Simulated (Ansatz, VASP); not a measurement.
Se in VASP and in Ansatz

```xyz
3
Lattice="3.9469 0.0000 0.0000 -1.9735 3.4181 0.0000 0.0000 0.0000 5.1190" Properties=species:S:1:pos:R:3 pbc="T T T"
Se    1.0079    0.0000    1.7063
Se   -0.5040    0.8729    3.4127
Se    1.4695    2.5453    0.0000
```

Alike in both runs: task relaxation of cell and atoms; functional LDA; k mesh 15 × 15 × 10; occupations gaussian, width 0.01 eV; no spin polarisation.

|  | VASP | Ansatz |
| --- | --- | --- |
| version | VASP 6.6.1 | Ansatz 0.2.0 |
| potentials or method | VASP PAW LDA potentials, release 64 (Se), cutoff 500 eV | scalar-relativistic, plane waves, PAW |
| valence electrons in the cell | 18 | 48 |

```csv
,VASP,Ansatz,Ansatz less VASP
"gap on the k mesh at the Fermi level, each at its own relaxed structure (eV)",0.26,0.29,+0.025
relaxed volume (Å³/atom),23.02,23.02,-0.003
relaxed length of the cell vector where the two differ most in proportion (Å),5.128,5.119,-0.0093
```

Ansatz warns that its potentials were made for another functional, while VASP's fit it. LDA's correlation is that of Perdew and Zunger in VASP and of Perdew and Wang (1992) in Ansatz. VASP's potentials hold 18 valence electrons a cell and Ansatz's 48, so a difference there can come from the potentials and not from the codes.
